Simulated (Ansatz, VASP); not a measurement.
**One calculation of PbS, two programs**

File INCAR:

```
ALGO = Normal ; EDIFF = 1E-6
EDIFFG = -0.005 ; ENCUT = 600
GGA = PE ; IBRION = 2
ISIF = 3 ; ISMEAR = 0
IVDW = 12 ; LASPH = True
LCHARG = False ; LREAL = False
LWAVE = False ; NELM = 60
NSW = 100 ; PREC = Accurate
SIGMA = 0.02
```

Contents of KPOINTS:

```
k-points
0
Gamma
  8 8 6
```

Contents of POSCAR:

```
PbS
1.0
    2.9590534310     -2.9645926788      0.1814803641
    2.9590534310      2.9645926788      0.1814803641
   -0.3641963768      0.0000000000      5.9387846209
Pb S
2 2
Direct
    0.7500168789      0.7500168789      0.7499299727
    0.2499831211      0.2499831211      0.2500700273
    0.2500274692      0.2500274692      0.7497205614
    0.7499725308      0.7499725308      0.2502794386
```

Input for Ansatz:

```yaml
crystal:
  lattice:
    - [2.959053431, -2.9645926788, 0.1814803641]
    - [2.959053431, 2.9645926788, 0.1814803641]
    - [-0.3641963768, 0.0, 5.9387846209]
  atoms:
    - { symbol: Pb, position: [0.7500168789, 0.7500168789, 0.7499299727] }
    - { symbol: Pb, position: [0.2499831211, 0.2499831211, 0.2500700273] }
    - { symbol: S, position: [0.2500274692, 0.2500274692, 0.7497205614] }
    - { symbol: S, position: [0.7499725308, 0.7499725308, 0.2502794386] }
basis:
  ecutwfc: 420
kpoints:
  mp_grid: { grid: [8, 8, 6] }
hamiltonian:
  xc: pbe
  dispersion: d3bj
scf:
  occupations: { method: gaussian, width: 0.02 }
output:
  forces: true
  stress: true
  eigenvalues: true
  write_density: true
  write_potential: true
  elf: true
  volumetric_format: npy
relax:
  adjacent_minimum: "off"
  f_tol: 0.005
  max_steps: 80
  cell: { stress_tol: 0.05 }
```

Alike in both runs: task relaxation of cell and atoms; functional PBE; dispersion D3(BJ); k mesh 8 × 8 × 6; occupations gaussian, width 0.02 eV; no spin polarisation.

|  | VASP | Ansatz |
| --- | --- | --- |
| version | VASP 6.6.1 | Ansatz 0.2.0 |
| potentials or method | VASP PAW PBE potentials, release 64 (Pb_d, S), cutoff 600 eV | scalar-relativistic, plane waves, PAW |
| valence electrons in the cell | 40 | 40 |

Ansatz gave:

```
gap on the k mesh at the Fermi level, each at its own relaxed structure (eV) : 0.36
relaxed volume (Å³/atom)                                                     : 26.13
relaxed cell length with the largest relative difference (Å)                 : 4.196
```

Problem. Estimate VASP's values.

Solution. gap on the k mesh at the Fermi level, each at its own relaxed structure (eV): 0.37; relaxed volume (Å³/atom): 26.12; relaxed cell length with the largest relative difference (Å): 4.195.

Ansatz's warnings: relaxed geometry near dispersion switch.

Neither program's run includes spin-orbit coupling.
